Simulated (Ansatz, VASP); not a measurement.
One calculation of N, two programs

```
CELL_PARAMETERS angstrom
-3.52692 0.00000 0.00000
-1.76346 -3.05440 0.00000
-0.44087 0.76360 14.35050
ATOMIC_POSITIONS crystal
N 0.11572 0.55094 0.87044
N 0.23463 0.43204 0.39483
N 0.13478 0.53188 0.79420
N 0.25369 0.41298 0.31859
N 0.62741 0.70592 0.15702
N 0.50851 0.82482 0.63263
N 0.64647 0.68686 0.08078
N 0.52757 0.80577 0.55639
```

Alike in both runs: task single point; functional LDA; k mesh 7 × 7 × 2; occupations gaussian, width 0.05 eV; no spin polarisation.

|  | VASP | Ansatz |
| --- | --- | --- |
| version | VASP 6.6.1 | Ansatz 0.2.0 |
| potentials or method | VASP PAW LDA potentials, release 64 (N), cutoff 520 eV | scalar-relativistic, plane waves, PAW |
| valence electrons in the cell | 40 | 40 |

|  | VASP | Ansatz | Ansatz less VASP |
| --- | --- | --- | --- |
| gap on the k mesh at the Fermi level (eV) | 6.50 | 6.55 | +0.048 |
| least direct gap on the mesh (eV) | 6.64 | 6.69 | +0.050 |
| pressure (GPa) | 2.1 | -0.1 | -2.17 |
| traceless stress, the component that is largest in VASP (GPa) | 4.61 | -0.03 | -4.642 |
| rms of the force components (eV/Å) | 0.883 | 0.008 | -0.8748 |

LDA's correlation is that of Perdew and Zunger in VASP and of Perdew and Wang (1992) in Ansatz. Atom by atom the forces differ by 0.885 eV/Å (rms over components).

Noted on VASP's run: the standard files for N, O and F lose accuracy on very short bonds.
